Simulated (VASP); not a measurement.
Input of a VASP 6.6.1 run:

The input INCAR:

```
SYSTEM = GaN
PREC     = Accurate       ! precision mode
ENCUT    = 520            ! plane-wave cutoff, eV
EDIFF    = 1E-6           ! SCF threshold, eV
ISMEAR   = 0              ! smearing method
SIGMA    = 0.01           ! smearing width, eV
LREAL    = .False.        ! projectors in reciprocal space
LASPH    = .True.         ! aspherical terms in the spheres
NELM     = 80             ! most SCF steps
ALGO     = Normal         ! electronic algorithm
ISIF     = 2              ! what is computed and relaxed
LWAVE    = .False.        ! write WAVECAR
LCHARG   = .False.        ! write CHGCAR
GGA      = PS             ! functional
NBANDS   = 16             ! bands
```

The input KPOINTS:

```
regular mesh
0
Gamma
  8 8 8
  0 0 0
```

File POSCAR:

```
GaN
1.0
    0.0000000000      2.2332891399      2.2332891399
    2.2332891399      0.0000000000      2.2332891399
    2.2332891399      2.2332891399      0.0000000000
Ga N
1 1
Direct
    0.0000000000      0.0000000000      0.0000000000
    0.7500000000      0.7500000000      0.7500000000
```

Potentials or basis: VASP PAW PBE potentials, release 64 (Ga_d, N).

Launch:

```console
$ cat potpaw_PBE.64/Ga_d/POTCAR potpaw_PBE.64/N/POTCAR > POTCAR
$ mpirun -np 1 vasp_std > vasp.out
```

Q: Estimate the band gap on the k mesh.

A: 1.86 eV, direct.

Q: Predict the pressure.

A: 3.9 GPa.

Caveat: the PAW data sets were made with another functional, which shifts forces and pressure a little. Expect the measured gap to be larger: semilocal functionals such as PBEsol lack the derivative discontinuity.
